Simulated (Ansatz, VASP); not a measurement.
# One calculation of BN, two programs

```
B N
1.0
     2.42907    0.00000    0.00000
    -1.21453    2.10363    0.00000
     0.00000    0.00000    6.81620
B N
2 2
Direct
  0.33333 0.66667 0.25000
  0.66667 0.33333 0.75000
  0.33333 0.66667 0.75000
  0.66667 0.33333 0.25000
```

Alike in both runs: task single point; functional LDA; k mesh 12 × 12 × 4; occupations gaussian, width 0.05 eV; no spin polarisation.

|  | VASP | Ansatz |
| --- | --- | --- |
| version | VASP 6.6.1 | Ansatz 0.2.0 |
| potentials or method | VASP PAW LDA potentials, release 64 (B, N), cutoff 520 eV | scalar-relativistic, plane waves, PAW |
| valence electrons in the cell | 16 | 16 |

|  | VASP | Ansatz | Ansatz less VASP |
| --- | --- | --- | --- |
| gap on the k mesh at the Fermi level (eV) | 4.25 | 4.27 | +0.013 |
| least direct gap on the mesh (eV) | 4.73 | 4.73 | +0.006 |
| pressure (GPa) | 19.6 | 19.0 | -0.62 |
| traceless stress, the component that is largest in VASP (GPa) | -20.80 | -19.99 | +0.807 |

Ansatz warns that its potentials were made for another functional, while VASP's fit it. LDA's correlation is that of Perdew and Zunger in VASP and of Perdew and Wang (1992) in Ansatz.
